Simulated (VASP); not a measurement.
Write the native input for VASP 6.6.1 that does the following.

```yaml
Task: single point
Functional: PBEsol
Potentials_or_basis: VASP PAW PBE potentials, release 64 (Rb_sv, Br)
Cutoff: 520 eV
k_mesh: 6 × 6 × 6
Occupations: gaussian, width 0.05 eV
Spin: no spin polarisation
Dipole_correction: no
Further_INCAR_settings: ALGO = Normal; EDIFF = 1e-06; NBANDS = 15
```

The structure of RbBr lies in POSCAR:

```
RbBr
1.0
    4.1260773000      0.0000000000      0.0000000000
    0.0000000000      4.1260773000      0.0000000000
    0.0000000000      0.0000000000      4.1260773000
Rb Br
1 1
Direct
    0.0000000000      0.0000000000      0.0000000000
    0.5000000000      0.5000000000      0.5545312130
```

This cell differs from its parent crystal: all Br atoms moved +0.225 Å, as atom 2 along Cartesian [0 0 1].

These files were run (other wordings do the same):

INCAR

```
SYSTEM = RbBr
PREC = Accurate
ENCUT = 520
EDIFF = 1E-6
ISMEAR = 0
SIGMA = 0.05
LREAL = .False.
LASPH = .True.
NELM = 80
ALGO = Normal
ISIF = 2
LWAVE = .False.
LCHARG = .False.
GGA = PS
NBANDS = 15
```

KPOINTS

```
regular mesh
0
Gamma
  6 6 6
  0 0 0
```

Potentials or basis: VASP PAW PBE potentials, release 64 (Rb_sv, Br).

Launch:

```console
$ cat potpaw_PBE.64/Rb_sv/POTCAR potpaw_PBE.64/Br/POTCAR > POTCAR
$ mpirun -np 1 vasp_std > vasp.out
```

It gave:

```
Pressure               : -0.3 GPa
Largest force          : 0.153 eV/Å
Band gap on the k mesh : 3.92 eV (least direct gap 4.07 eV)
```

Caveat: the cell differs from its parent crystal (all Br atoms moved +0.225 Å, as atom 2 along Cartesian [0 0 1]); the PAW data sets were made with another functional, which shifts forces and pressure a little.

It took 46 s on 1 thread of Intel Xeon 8259CL (shared host), peak memory 0.2 GiB.
